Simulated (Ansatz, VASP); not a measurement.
**SrAg3: VASP beside Ansatz**

INCAR

```
SYSTEM = SrAg3
ALGO     = Fast           ! electronic algorithm
EDIFF    = 1E-7           ! SCF threshold, eV
ENCUT    = 520            ! plane-wave cutoff, eV
GGA      = PE             ! functional
ISIF     = 2              ! what is computed and relaxed
ISMEAR   = 0              ! smearing method
LASPH    = .True.         ! aspherical terms in the spheres
LCHARG   = .False.        ! write CHGCAR
LREAL    = .False.        ! projectors in reciprocal space
LWAVE    = .False.        ! write WAVECAR
NBANDS   = 30             ! bands
NELM     = 60             ! most SCF steps
PREC     = Accurate       ! precision mode
SIGMA    = 0.05           ! smearing width, eV
```

File KPOINTS:

```
k-points
0
Gamma
  8 8 8
  0 0 0
```

The input POSCAR:

```
SrAg3
1.0
    4.6751254389      0.0000000000      0.0000000000
    0.0000000000      4.6751254389      0.0000000000
    0.0000000000      0.0000000000      4.6751254389
Sr Ag
1 3
Direct
    0.0000000000      0.0000000000      0.0000000000
    0.0000000000      0.5000000000      0.5000000000
    0.5000000000      0.5000000000      0.0000000000
    0.5000000000      0.0000000000      0.5000000000
```

Input for Ansatz:

```yaml
crystal:
  lattice:
    - [4.6751254389, 0.0, 0.0]
    - [0.0, 4.6751254389, 0.0]
    - [0.0, 0.0, 4.6751254389]
  atoms:
    - { symbol: Sr, position: [0.0, 0.0, 0.0] }
    - { symbol: Ag, position: [0.0, 0.5, 0.5] }
    - { symbol: Ag, position: [0.5, 0.5, 0.0] }
    - { symbol: Ag, position: [0.5, 0.0, 0.5] }
basis:
  ecutwfc: 420
  ecutrho_ratio: 4
kpoints:
  mp_grid: { grid: [8, 8, 8] }
hamiltonian:
  xc: pbe
scf:
  occupations: { method: gaussian, width: 0.05 }
output:
  forces: true
  stress: true
  eigenvalues: true
```

Alike in both runs: task single point; functional PBE; k mesh 8 × 8 × 8; occupations gaussian, width 0.05 eV; no spin polarisation.

```csv
,VASP,Ansatz
version,VASP 6.6.1,Ansatz 0.2.0
potentials or method,"VASP PAW PBE potentials, release 64 (Sr_sv, Ag), cutoff 520 eV","scalar-relativistic, plane waves, PAW"
valence electrons in the cell,43,67
```

VASP gave:

```
gap on the k mesh at the Fermi level (eV) : none
pressure (GPa)                            : -2.2
```

Problem. Estimate Ansatz's values.

Solution. gap on the k mesh at the Fermi level (eV): none; pressure (GPa): -2.3.

A gap of «none» marks a metal or a gap that the smearing closes. VASP's potentials hold 43 valence electrons a cell and Ansatz's 67, so a difference there can come from the potentials and not from the codes.
